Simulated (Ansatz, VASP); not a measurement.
**One calculation of Y, two programs**

```xyz
1
Lattice="-1.9572 1.9572 1.9572 1.9572 -1.9572 1.9572 1.9572 1.9572 -1.9572" Properties=species:S:1:pos:R:3 pbc="T T T"
Y     0.0000    0.0000    0.0000
```

Alike in both runs: functional LDA; k mesh 11 × 11 × 11; occupations fermi-dirac, width 0.1 eV; no spin polarisation.

Ansatz relaxed the structure, and its values are those at the end. VASP's run is a single point on that final structure, the one shown.

|  | VASP | Ansatz |
| --- | --- | --- |
| version | VASP 6.6.1 | Ansatz 0.2.0 |
| potentials or method | VASP PAW LDA potentials, release 64 (Y_sv), cutoff 520 eV | plane waves (420 eV) with PAW, scalar-relativistic |
| valence electrons in the cell | 11 | 11 |

|  | VASP | Ansatz | Ansatz less VASP |
| --- | --- | --- | --- |
| pressure (GPa) | -0.2 | 0.0 | +0.16 |

Ansatz warns that its potentials were made for another functional, while VASP's fit it. LDA's correlation is that of Perdew and Zunger in VASP and of Perdew and Wang (1992) in Ansatz.
